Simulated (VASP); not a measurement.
# FePt (P4/mmm) in VASP: settings compared, part 2 of 3

VASP 6.6.1.

**3. Single point, PBE, collinear spin, ferromagnetic start**

Input file POSCAR:

```
FePt
1.0
    2.7235000000      0.0000000000      0.0000000000
    0.0000000000      2.7235000000      0.0000000000
    0.0000000000      0.0000000000      3.7200000000
Pt Fe
1 1
Direct
    0.5000000000      0.5000000000      0.5000000000
    0.0000000000      0.0000000000      0.0000000000
```

Input file INCAR.step1:

```
GGA = PE
ISPIN = 2
MAGMOM = 0 3
LORBIT = 11
ISMEAR = 1
SIGMA = 0.1
LWAVE = False
LCHARG = True
NBANDS = 31
PREC = Accurate
LASPH = True
LREAL = False
ALGO = Normal
EDIFF = 1E-6
NELM = 200
GGA_COMPAT = False
ENCUT = 310
LMAXMIX = 4
KPAR = 4
```

Input file KPOINTS.step1:

```
k-points
0
Gamma
  11 11 8
```

Input file INCAR.step2:

```
GGA = PE
ISPIN = 2
MAGMOM = 0 3
LORBIT = 11
ISMEAR = -5
LWAVE = False
LCHARG = False
NBANDS = 31
PREC = Accurate
LASPH = True
LREAL = False
ALGO = Normal
EDIFF = 1E-6
NELM = 200
GGA_COMPAT = False
ENCUT = 310
LMAXMIX = 4
NEDOS = 2001
EMIN = -8.2622
EMAX = 16.7378
ICHARG = 11
KPAR = 4
```

Input file KPOINTS.step2:

```
Automatic mesh
0
Gamma
  13 13 10
  0 0 0
```

Potentials or basis: VASP PAW PBE potentials, release 64 (Pt, Fe).

The run is started by

```console
$ cat potpaw_PBE.64/Pt/POTCAR potpaw_PBE.64/Fe/POTCAR > POTCAR
$ cp INCAR.step1 INCAR
$ cp KPOINTS.step1 KPOINTS
$ mpirun -np 4 vasp_std > vasp.out
$ cp INCAR.step2 INCAR
$ cp KPOINTS.step2 KPOINTS
$ mpirun -np 4 vasp_std > vasp.out
```

OUTCAR:

```text
GGA = PE
   ISPIN = 2
   LORBIT = 11
   ISMEAR = -5
   PREC = Accurate
   LASPH = True
   LREAL = False
   EDIFF = 1E-6
   NELM = 200
   ENCUT = 310
   EMIN = -8.2622
   ICHARG = 11

 Found    168 irreducible k-points:

 Following reciprocal coordinates:
            Coordinates               Weight
  0.000000  0.000000  0.000000      1.000000
  0.076923  0.000000  0.000000      4.000000
  0.153846  0.000000  0.000000      4.000000
  0.230769  0.000000  0.000000      4.000000
  0.307692  0.000000  0.000000      4.000000
  0.384615  0.000000  0.000000      4.000000
   k-points           NKPTS =    168   k-points in BZ     NKDIM =    168   number of bands    NBANDS=     31
   number of dos      NEDOS =   2001   number of ions     NIONS =      2
   total plane-waves  NPLWV =   6144
   dimension x,y,z NGX =    16 NGY =   16 NGZ =   24
   dimension x,y,z NGXF=    32 NGYF=   32 NGZF=   48
   ions per type =               1   1
   NGX,Y,Z   is equivalent  to a cutoff of   9.77,  9.77, 10.73 a.u.
   NGXF,Y,Z  is equivalent  to a cutoff of  19.53, 19.53, 21.45 a.u.
 SYSTEM =  unknown system
   PREC   = accura    normal or accurate (medium, high low for compatibility)
   ISTART =      0    job   : 0-new  1-cont  2-samecut
   ICHARG =     11    charge: 1-file 2-atom 10-const
   ISPIN  =      2    spin polarized calculation?
   LNONCOLLINEAR =      F non collinear calculations
   LSORBIT =      F    spin-orbit coupling
   LASPH  =      T    aspherical Exc in radial PAW
   ENCUT  =  310.0 eV  22.78 Ry    4.77 a.u.   3.91  3.91  5.34*2*pi/ulx,y,z
   NELM   =    200;   NELMIN=  2; NELMDL=  0     # of ELM steps
   EDIFF  = 0.1E-05   stopping-criterion for ELM
   LREAL  =      F    real-space projection
   EDIFFG = 0.1E-04   stopping-criterion for IOM
   NSW    =      0    number of steps for IOM
   IBRION =     -1    ionic relax: 0-MD 1-quasi-New 2-CG
   NFREE  =      0    steps in history (QN), initial steepest desc. (CG)
   ISIF   =      2    stress and relaxation
   ISYM   =      2    0-nonsym 1-usesym 2-fastsym
   POTIM  = 0.5000    time-step for ionic-motion
   TEBEG  =    0.0;   TEEND  =   0.0 temperature during run

   SCALEE = 1.0000    scale energy and forces
   PSTRESS=    0.0 pullay stress
   NELECT =      18.0000    total number of electrons
   NUPDOWN=      -1.0000    fix difference up-down
   EMIN   =  -8.26;   EMAX   = 16.74  energy-range for DOS
   EFERMI =   0.00;   METHOD = LEGACY
   ISMEAR =    -5;   SIGMA  =   0.20  broadening in eV -4-tet -1-fermi 0-gaus
   EFERMI_NEDOS =   21; number of points for ismear=-14 and -15
   IALGO  =     38    algorithm
   IMIX   =      4    mixing-type and parameters
     AMIX     =   0.40;   BMIX     =  1.00
     AMIX_MAG =   1.60;   BMIX_MAG =  1.00
  volume/ion in A,a.u.               =      13.80        93.10
  Fermi-wavevector in a.u.,A,eV,Ry     =   1.419819  2.683070 27.427809  2.015887
  Thomas-Fermi vector in A             =   2.540800
   LORBIT       =     11    0 simple, 1 ext, 2 COOP (PROOUT), +10 PAW based schemes
   GGA     = PE    functional components
   LHFCALC =     F    Hartree Fock is set to
   AEXX    =    0.0000 exact exchange contribution
   IVDW    =     0    specifies the selected vdW correction
   LEPSILON=     F    determine dielectric tensor
   LRPA    =     F    only Hartree local field effects (RPA)

   CSHIFT  =0.1000    complex shift for real part using Kramers Kronig

   OMEGAMAX=  -1.0    maximum frequency
 spin polarized calculation
 Fermi weights with tetrahedron method with Bloechl corrections
  energy-cutoff  :      310.00
  volume of cell :       27.59
 maximum number of plane-waves:       356
 NGX is ok and might be reduce to    16

 number of electron      17.9999978 magnetization       3.2450886

 Free energy of the ion-electron system (eV)
  ---------------------------------------------------
  ext. energy  EPLUGINS =         0.00000000
  ---------------------------------------------------
  free energy    TOTEN  =       -14.81287078 eV

  energy without entropy =      -14.81287078  energy(sigma->0) =      -14.81287078

 E-fermi :   8.6969     XC(G=0): -13.0602

 val. band max:        8.9005706784   @ k =   0.4615   0.4615   0.1000
 cond. band min:       8.3435980854   @ k =   0.3846   0.0000   0.5000
 fundamental gap:     -0.5569725930
 Fermi energy:         8.6969411908

 spin component 1

 k-point     1 :       0.0000    0.0000    0.0000
  band No.  band energies     occupation
      1      -0.8920      1.00000
      2       2.3576      1.00000
      3       2.5261      1.00000
      4       5.2728      1.00000
      5       5.2728      1.00000
      6       5.8221      1.00000
[... 13 lines left out ...]
     20      30.2280      0.00000
     21      31.1831      0.00000

 k-point     2 :       0.0769    0.0000    0.0000
  band No.  band energies     occupation
      1      -0.7375      1.00000
      2       2.4431      1.00000
      3       2.6281      1.00000
      4       5.2097      1.00000
      5       5.3169      1.00000
      6       5.8629      1.00000
[... 13 lines left out ...]
     20      30.5158      0.00000
     21      30.9612      0.00000

 k-point     3 :       0.1538    0.0000    0.0000
  band No.  band energies     occupation
      1      -0.2937      1.00000
      2       2.6446      1.00000
      3       2.9640      1.00000
      4       5.0267      1.00000
      5       5.4463      1.00000
      6       5.9486      1.00000
[... 13 lines left out ...]
     20      31.3463      0.00000
     21      31.5659      0.00000
[... 25 lines left out ...]
 k-point     5 :       0.3077    0.0000    0.0000
  band No.  band energies     occupation
      1       1.1851      1.00000
      2       3.2838      1.00000
      3       4.0322      1.00000
      4       4.4110      1.00000
      5       5.7618      1.00000
      6       5.8218      1.00000
[... 13 lines left out ...]
     20      30.7232      0.00000
     21      33.1656      0.00000

 k-point     6 :       0.3846    0.0000    0.0000
  band No.  band energies     occupation
      1       1.9628      1.00000
      2       3.6946      1.00000
      3       4.1133      1.00000
      4       4.4059      1.00000
      5       5.4460      1.00000
      6       5.5734      1.00000
[... 13 lines left out ...]
     20      31.7596      0.00000
     21      31.8405      0.00000

 [... further k-points ...]

 spin component 2

 k-point     1 :       0.0000    0.0000    0.0000
  band No.  band energies     occupation
      1      -0.7635      1.00000
      2       2.8998      1.00000
      3       2.9234      1.00000
      4       6.3358      1.00000
      5       6.3358      1.00000
      6       7.9157      1.00000
[... 13 lines left out ...]
     20      30.3248      0.00000
     21      31.3825      0.00000

 k-point     2 :       0.0769    0.0000    0.0000
  band No.  band energies     occupation
      1      -0.6081      1.00000
      2       2.9659      1.00000
      3       3.0490      1.00000
      4       6.1856      1.00000
      5       6.3786      1.00000
      6       7.8103      1.00000
[... 13 lines left out ...]
     20      30.6135      0.00000
     21      31.2093      0.00000

 k-point     3 :       0.1538    0.0000    0.0000
  band No.  band energies     occupation
      1      -0.1621      1.00000
      2       3.1283      1.00000
      3       3.4399      1.00000
      4       5.7815      1.00000
      5       6.5024      1.00000
      6       7.5157      1.00000
[... 13 lines left out ...]
     20      31.4446      0.00000
     21      32.0549      0.00000
[... 25 lines left out ...]
 k-point     5 :       0.3077    0.0000    0.0000
  band No.  band energies     occupation
      1       1.3198      1.00000
      2       3.6957      1.00000
      3       4.6697      1.00000
      4       4.7421      1.00000
      5       6.7240      1.00000
      6       6.9253      1.00000
[... 13 lines left out ...]
     20      30.7578      0.00000
     21      33.4837      0.00000

 k-point     6 :       0.3846    0.0000    0.0000
  band No.  band energies     occupation
      1       2.0917      1.00000
      2       4.0476      1.00000
      3       4.3552      1.00000
      4       5.1298      1.00000
      5       6.4137      1.00000
      6       7.1515      1.00000
[... 13 lines left out ...]
     20      31.8172      0.00000
     21      32.3991      0.00000

 [... further k-points ...]

 [bands above 21 left out]

------------------------ aborting loop because EDIFF is reached ----------------------------------------

  FORCE on cell =-STRESS in cart. coord.  units (eV):
  Direction    XX          YY          ZZ          XY          YZ          ZX
  --------------------------------------------------------------------------------------
  -------------------------------------------------------------------------------------
  Total        0.0563799      0.0563799      0.5097914      0.0000000      0.0000000     -0.0000000
  in kB        3.2736894      3.2736894     29.6009349      0.0000000      0.0000000     -0.0000000
  external PRESSURE =      12.0494379 kB  Pullay stress =       0.0000000 kB

 VOLUME and BASIS-vectors are now :
 -----------------------------------------------------------------------------
  energy-cutoff  :      310.00
  volume of cell :       27.59
      direct lattice vectors                 reciprocal lattice vectors
     2.723500000  0.000000000  0.000000000     0.367174592  0.000000000  0.000000000
     0.000000000  2.723500000  0.000000000     0.000000000  0.367174592  0.000000000
     0.000000000  0.000000000  3.720000000     0.000000000  0.000000000  0.268817204

 POSITION                                       TOTAL-FORCE (eV/Angst)
 -----------------------------------------------------------------------------------
      1.36175      1.36175      1.86000         0.000000      0.000000      0.000000
      0.00000      0.00000      0.00000         0.000000      0.000000      0.000000
 -----------------------------------------------------------------------------------
    total drift:                                0.000000      0.000000      0.000000

  FREE ENERGIE OF THE ION-ELECTRON SYSTEM (eV)
  ---------------------------------------------------
  free  energy   TOTEN  =       -14.8128707787 eV

  energy  without entropy=      -14.8128707787  energy(sigma->0) =      -14.81287078

 total charge

# of ion       s       p       d       tot
------------------------------------------
    1        0.716   0.667   8.055   9.438
    2        0.409   0.453   6.109   6.971
--------------------------------------------------
tot          1.125   1.119  14.164  16.408

 magnetization (x)

# of ion       s       p       d       tot
------------------------------------------
    1       -0.026  -0.069   0.417   0.322
    2        0.004  -0.008   2.917   2.913
--------------------------------------------------
tot         -0.022  -0.077   3.334   3.235
```

Wall time 24 s (4 MPI ranks of Intel Xeon Platinum 8488C (Sapphire Rapids), shared host); peak memory 0.22 GiB.

Results:

```yaml
Net_moment: 3.25 μB per cell
Site_moments: Pt +0.32; Fe +2.91 μB
Valence_electrons_inside_the_program's_atomic_spheres: Pt 9.44; Fe 6.97
Density_of_states_at_the_Fermi_level: 0.68 states/eV/atom
```

Caveat: the cutoff is under 1.25 times the usual one of these potentials, so pressure, stress and relaxed cells hold a basis-set (Pulay) error; spin-orbit coupling is left out, which moves the levels of the heavy elements; tetrahedron occupations give inexact forces and stress in metals.

**4. Single point, PBE, collinear spin, ferromagnetic start**

POSCAR is that of step 3.

INCAR.step1, as its differences from that of step 3:

```diff
@@ -16,3 +16,3 @@
 GGA_COMPAT = False
-ENCUT = 310
+ENCUT = 540
 LMAXMIX = 4
```

KPOINTS.step1 is that of step 3.

INCAR.step2, as its differences from that of step 3:

```diff
@@ -15,7 +15,7 @@
 GGA_COMPAT = False
-ENCUT = 310
+ENCUT = 540
 LMAXMIX = 4
-NEDOS = 2001
-EMIN = -8.2622
-EMAX = 16.7378
+NEDOS = 4001
+EMIN = -8.2687
+EMAX = 16.7313
 ICHARG = 11
```

Input file KPOINTS.step2:

```
Automatic mesh
0
Gamma
  29 29 22
  0 0 0
```

Potentials or basis: VASP PAW PBE potentials, release 64 (Pt, Fe).

The run is started by

```console
$ cat potpaw_PBE.64/Pt/POTCAR potpaw_PBE.64/Fe/POTCAR > POTCAR
$ cp INCAR.step1 INCAR
$ cp KPOINTS.step1 KPOINTS
$ mpirun -np 4 vasp_std > vasp.out
$ cp INCAR.step2 INCAR
$ cp KPOINTS.step2 KPOINTS
$ mpirun -np 4 vasp_std > vasp.out
```

OUTCAR:

```text
GGA = PE
   ISPIN = 2
   LORBIT = 11
   ISMEAR = -5
   PREC = Accurate
   LASPH = True
   LREAL = False
   EDIFF = 1E-6
   NELM = 200
   ENCUT = 540
   EMIN = -8.2687
   ICHARG = 11

 ion  position               nearest neighbor table
   1  0.500  0.500  0.500-   2 2.68   2 2.68   2 2.68   2 2.68   2 2.68   2 2.68   2 2.68   2 2.68

   2  0.000  0.000  0.000-   1 2.68   1 2.68   1 2.68   1 2.68   1 2.68   1 2.68   1 2.68   1 2.68

  LATTYP: Found a simple tetragonal cell.
 ALAT       =     2.7235000000
 C/A-ratio  =     1.3658894804

  Lattice vectors:

[... 1382 lines left out ...]

 VOLUME and BASIS-vectors are now :
 -----------------------------------------------------------------------------
  energy-cutoff  :      540.00
  volume of cell :       27.59
      direct lattice vectors                 reciprocal lattice vectors
     2.723500000  0.000000000  0.000000000     0.367174592  0.000000000  0.000000000
     0.000000000  2.723500000  0.000000000     0.000000000  0.367174592  0.000000000
     0.000000000  0.000000000  3.720000000     0.000000000  0.000000000  0.268817204

 POSITION                                       TOTAL-FORCE (eV/Angst)
 -----------------------------------------------------------------------------------
      1.36175      1.36175      1.86000         0.000000      0.000000      0.000000
      0.00000      0.00000      0.00000         0.000000      0.000000      0.000000
 -----------------------------------------------------------------------------------
    total drift:                                0.000000      0.000000     -0.000000

  FREE ENERGIE OF THE ION-ELECTRON SYSTEM (eV)
  ---------------------------------------------------
  free  energy   TOTEN  =       -14.8011788043 eV

  energy  without entropy=      -14.8011788043  energy(sigma->0) =      -14.80117880

 total charge

# of ion       s       p       d       tot
------------------------------------------
    1        0.715   0.665   8.064   9.444
    2        0.409   0.452   6.118   6.978
--------------------------------------------------
tot          1.124   1.117  14.181  16.422

 magnetization (x)

# of ion       s       p       d       tot
------------------------------------------
    1       -0.026  -0.067   0.421   0.328
    2        0.005  -0.007   2.923   2.921
--------------------------------------------------
tot         -0.021  -0.074   3.344   3.249
```

OSZICAR.step1:

```text
N       E                     dE             d eps       ncg     rms          rms(c)
DAV:   1     0.105805346755E+03    0.10581E+03   -0.76792E+03 14282   0.662E+02
DAV:   2    -0.993750211254E+01   -0.11574E+03   -0.10113E+03 13301   0.177E+02
DAV:   3    -0.161452266609E+02   -0.62077E+01   -0.58553E+01 15862   0.397E+01
DAV:   4    -0.162096610036E+02   -0.64434E-01   -0.64243E-01 16973   0.367E+00
DAV:   5    -0.162102939091E+02   -0.63291E-03   -0.63265E-03 14554   0.384E-01    0.166E+01
DAV:   6    -0.173252851680E+02   -0.11150E+01   -0.78322E+00 16954   0.403E+01    0.237E+01
DAV:   7    -0.149510648596E+02    0.23742E+01   -0.66113E+00 18161   0.381E+01    0.856E+00
DAV:   8    -0.148747541567E+02    0.76311E-01   -0.22072E-01 18035   0.479E+00    0.405E+00
DAV:   9    -0.148084016295E+02    0.66353E-01   -0.83973E-02 19815   0.373E+00    0.151E+00
DAV:  10    -0.148031467903E+02    0.52548E-02   -0.14679E-02 19931   0.129E+00    0.647E-01
DAV:  11    -0.148026661953E+02    0.48060E-03   -0.19708E-03 19497   0.510E-01    0.280E-01
DAV:  12    -0.148023815336E+02    0.28466E-03   -0.13927E-04 18686   0.102E-01    0.790E-02
DAV:  13    -0.148023857033E+02   -0.41697E-05   -0.13936E-05 16895   0.273E-02    0.365E-02
DAV:  14    -0.148023874084E+02   -0.17051E-05   -0.39467E-06 17049   0.259E-02    0.105E-02
DAV:  15    -0.148023876295E+02   -0.22108E-06   -0.68888E-07 10391   0.115E-02
   1 F= -.14802388E+02 E0= -.14801970E+02  d E =-.125191E-02  mag=     3.2429
```

Wall time 3.9 min (4 MPI ranks of Intel Xeon Platinum 8488C (Sapphire Rapids), shared host); peak memory 1.9 GiB.

What came out:

- Net moment: 3.24 μB per cell
- Site moments: Pt +0.33; Fe +2.92 μB
- Valence electrons inside the program's atomic spheres: Pt 9.44; Fe 6.98
- Density of states at the Fermi level: 0.65 states/eV/atom

Levels at points of the mesh, in eV from the Fermi level:
Spin up:
| k point | band 8 | band 9 | band 10 | band 11 | band 12 | band 13 | band 14 | band 15 |
| --- | --- | --- | --- | --- | --- | --- | --- | --- |
| (0.00, 0.00, 0.00) | -1.90 | -0.53 | -0.38 | -0.38 | 2.29 | 9.78 | 11.67 | 11.67 |
Spin down:
| k point | band 4 | band 5 | band 6 | band 7 | band 8 | band 9 | band 10 | band 11 |
| --- | --- | --- | --- | --- | --- | --- | --- | --- |
| (0.00, 0.00, 0.00) | -2.37 | -2.37 | -0.79 | -0.78 | 0.60 | 1.69 | 1.69 | 1.72 |

Caveat: spin-orbit coupling is left out, which moves the levels of the heavy elements; tetrahedron occupations give inexact forces and stress in metals.

[end of part 2 of 3]
